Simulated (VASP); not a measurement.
Here is a VASP 6.6.1 calculation.

The input INCAR:

```
SYSTEM = TaTiSi4
  ALGO = Normal
  EDIFF = 1E-7
  EDIFFG = -0.04
  ENCUT = 500
  GGA = PE
  GGA_COMPAT = .False.
  IBRION = 2
  ISIF = 3
  ISMEAR = 0
  LASPH = .True.
  LCHARG = .False.
  LREAL = .False.
  LWAVE = .False.
  NELM = 120
  NELMIN = 4
  NSW = 90
  PREC = Accurate
  SIGMA = 0.1
```

Contents of KPOINTS:

```
k-points
0
Gamma
  4 4 4
  0 0 0
```

The input POSCAR:

```
TaTiSi4
1.0
    0.0000000000      4.2458723200      4.3938281400
    2.4606055700      0.0000000000      4.3938281400
    2.4606055700      4.2458723200      0.0000000000
Ti Ta Si
1 1 4
Direct
    0.7500000000      0.7500000000      0.7500000000
    0.5000000000      0.5000000000      0.5000000000
    0.0830000000      0.4170000000      0.0830000000
    0.4170000000      0.0830000000      0.4170000000
    0.1670000000      0.8330000000      0.1670000000
    0.8330000000      0.1670000000      0.8330000000
```

Potentials or basis: VASP PAW PBE potentials, release 64 (Ti_sv, Ta_pv, Si).

Launch:

```bash
$ cat potpaw_PBE.64/Ti_sv/POTCAR potpaw_PBE.64/Ta_pv/POTCAR potpaw_PBE.64/Si/POTCAR > POTCAR
$ mpirun -np 1 vasp_std > vasp.out
```

(1) What does it give for the space group after relaxing (to 0.1 Å)?

(2) Predict the relaxed cell.

(3) Estimate the band gap on the k mesh.

Results:

(1) F222 (No. 22).

(2) a = 6.006 Å, b = 4.970 Å, c = 4.782 Å, α = 76.00°, β = 53.41°, γ = 50.59°.

(3) zero (an odd number of electrons rules out a gap without spin polarisation).

Caveat: spin-orbit coupling is left out, which moves the levels of the heavy elements.
